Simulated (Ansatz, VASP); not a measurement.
## One calculation of HfO2, two programs

File INCAR:

```
SYSTEM = HfO2
  PREC = Accurate
  ENCUT = 520
  EDIFF = 1E-6
  ISMEAR = -1
  SIGMA = 0.02
  LREAL = .FALSE.
  LASPH = .TRUE.
  NELM = 100
  ALGO = Normal
  ISIF = 2
  LWAVE = .FALSE.
  LCHARG = .FALSE.
  GGA = PE
  NBANDS = 31
```

Contents of KPOINTS:

```
regular mesh
0
G
  8 8 6
  0 0 0
```

POSCAR

```
HfO2
1.0
    3.7197603717      0.0000000000      0.0000000000
    0.0000000000      3.7197603717      0.0000000000
    0.0000000000      0.0000000000      5.1304423751
Hf O
2 4
Direct
    0.5000000000      0.5000000000      0.5000000000
    0.0000000000      0.0000000000      0.0000000000
    0.0000000000      0.5000000000      0.6899464739
    0.5000000000      0.0000000000      0.8100535261
    0.5000000000      0.0000000000      0.3100535261
    0.0000000000      0.5000000000      0.1899464739
```

Input for Ansatz:

```yaml
crystal:
  lattice:
    - [3.7197603717, 0.0, 0.0]
    - [0.0, 3.7197603717, 0.0]
    - [0.0, 0.0, 5.1304423751]
  atoms:
    - { symbol: Hf, position: [0.5, 0.5, 0.5] }
    - { symbol: Hf, position: [0.0, 0.0, 0.0] }
    - { symbol: O, position: [0.0, 0.5, 0.6899464739] }
    - { symbol: O, position: [0.5, 0.0, 0.8100535261] }
    - { symbol: O, position: [0.5, 0.0, 0.3100535261] }
    - { symbol: O, position: [0.0, 0.5, 0.1899464739] }
kpoints:
  mp_grid: { grid: [8, 8, 6] }
  band_path:
    path:
      - [0.0, 0.0, 0.0]
      - [0.0, 0.5, 0.0]
      - [0.5, 0.5, 0.0]
      - [0.0, 0.0, 0.5]
      - [0.0, 0.5, 0.5]
      - [0.5, 0.5, 0.5]
      - [0.203125, 0.208333, 0.0]
    npoints: 1
hamiltonian:
  xc: pbe
scf:
  occupations: { method: fermi_dirac, width: 0.02 }
  n_extra_bands: 5
output:
  forces: true
  stress: true
  eigenvalues: true
```

Change from the starting cell: epitaxial_xy strain +4.0%.

Alike in both runs: task single point; functional PBE; k mesh 8 × 8 × 6; occupations fermi-dirac, width 0.02 eV; no spin polarisation.

|  | VASP | Ansatz |
| --- | --- | --- |
| version | VASP 6.6.1 | Ansatz 0.2.0 |
| potentials or method | VASP PAW PBE potentials, release 64 (Hf_pv, O) | plane waves, PAW |
| plane-wave cutoff (eV) | 520 | 420 |
| valence electrons in the cell | 44 | 76 |

|  | VASP | Ansatz | Ansatz less VASP |
| --- | --- | --- | --- |
| gap on the k mesh at the Fermi level (eV) | 3.89 | 3.94 | +0.046 |
| pressure (GPa) | -11.4 | -8.5 | +2.90 |
| traceless stress, the component that is largest in VASP (GPa) | 13.62 | 13.26 | -0.359 |
| rms of the force components (eV/Å) | 0.006 | 0.029 | +0.0225 |

Atom by atom the forces differ by 0.022 eV/Å (rms over components). The functional is the same, so the differences come from potentials, cutoffs and numerics. VASP's potentials hold 44 valence electrons a cell and Ansatz's 76, so a difference there can come from the potentials and not from the codes.

Spin-orbit coupling is off throughout.
